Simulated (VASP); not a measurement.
A run of VASP 6.6.1 is set up as follows.

INCAR

```
SYSTEM = AlRu
ALGO = Normal
EDIFF = 1E-7
EDIFFG = -0.002
ENCUT = 500
GGA = CA
GGA_COMPAT = .FALSE.
IBRION = 2
ISIF = 3
ISMEAR = 0
LASPH = .TRUE.
LCHARG = .FALSE.
LREAL = .FALSE.
LWAVE = .FALSE.
NELM = 120
NELMIN = 4
NSW = 100
PREC = Accurate
SIGMA = 0.1
```

The input KPOINTS:

```
k-points
0
G
  14 14 14
  0 0 0
```

File POSCAR:

```
AlRu
1.0
    2.9700000000      0.0000000000      0.0000000000
    0.0000000000      2.9700000000      0.0000000000
    0.0000000000      0.0000000000      2.9700000000
Ru Al
1 1
Direct
    0.0000000000      0.0000000000      0.0000000000
    0.5000000000      0.5000000000      0.5000000000
```

Potentials or basis: VASP PAW LDA potentials, release 64 (Ru_pv, Al).

The run is started by

```sh
$ cat potpaw_LDA.64/Ru_pv/POTCAR potpaw_LDA.64/Al/POTCAR > POTCAR
$ mpirun -np 1 vasp_std > vasp.out
```

(1) What does it give for the relaxed cell?

(2) Predict the relaxed volume.

(3) Predict the space group after relaxing (to 0.05 Å).

Results:

(1) a = 2.957 Å, b = 2.957 Å, c = 2.957 Å, α = 90.00°, β = 90.00°, γ = 90.00°.

(2) 12.92 Å³/atom.

(3) Pm-3m (No. 221).
